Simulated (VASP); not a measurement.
A run of VASP 6.6.1 is set up as follows.

POSCAR

```
AlN
1.0
    3.0677426067      0.0000000000      0.0000000000
   -1.5338713034      2.6567430297      0.0000000000
    0.0000000000      0.0000000000      4.9016697997
Al N
2 2
Direct
    0.3333333333      0.6666666667     -0.0011627533
    0.6666666667      0.3333333333      0.4988372467
    0.3333333333      0.6666666667      0.3811627533
    0.6666666667      0.3333333333      0.8811627533
```

INCAR.step1

```
SYSTEM = AlN
ALGO = Normal
EDIFF = 1E-4
ENCUT = 520
GGA = PE
ISMEAR = 0
LASPH = .True.
LCHARG = .False.
LREAL = .False.
LWAVE = .True.
NBANDS = 16
NELM = 100
PREC = Accurate
SIGMA = 0.05
```

Contents of INCAR.step2:

```
SYSTEM = AlN
ALGO = Normal
EDIFF = 1E-6
ENCUT = 520
ISIF = 2
ISMEAR = 0
ISTART = 1
LASPH = .True.
LCHARG = .False.
LMIXTAU = .True.
LREAL = .False.
LWAVE = .False.
METAGGA = R2SCAN
NBANDS = 16
NELM = 100
PREC = Accurate
SIGMA = 0.05
```

KPOINTS

```
k-points
0
Gamma
  8 8 4
  0 0 0
```

Potentials or basis: VASP PAW PBE potentials, release 64 (Al, N).

The run is started by

```sh
$ cat potpaw_PBE.64/Al/POTCAR potpaw_PBE.64/N/POTCAR > POTCAR
$ cp INCAR.step1 INCAR
$ mpirun -np 1 vasp_std > vasp.out
$ cp INCAR.step2 INCAR
$ mpirun -np 1 vasp_std > vasp.out
```

What does it give for the band gap on the k mesh?

5.28 eV.

Predict the pressure.

8.9 GPa.

Predict the largest force.

0.011 eV/Å.

Forces on the atoms (eV/Å):
```
Al   0.000  0.000 -0.011
Al   0.000  0.000 -0.011
N    0.000  0.000  0.011
N    0.000  0.000  0.011
```

Caveat: the cell stands under pressure; the PAW data sets were made with another functional, which shifts forces and pressure a little. r2SCAN opens gaps a little over a GGA but as a rule still falls short of measured ones.
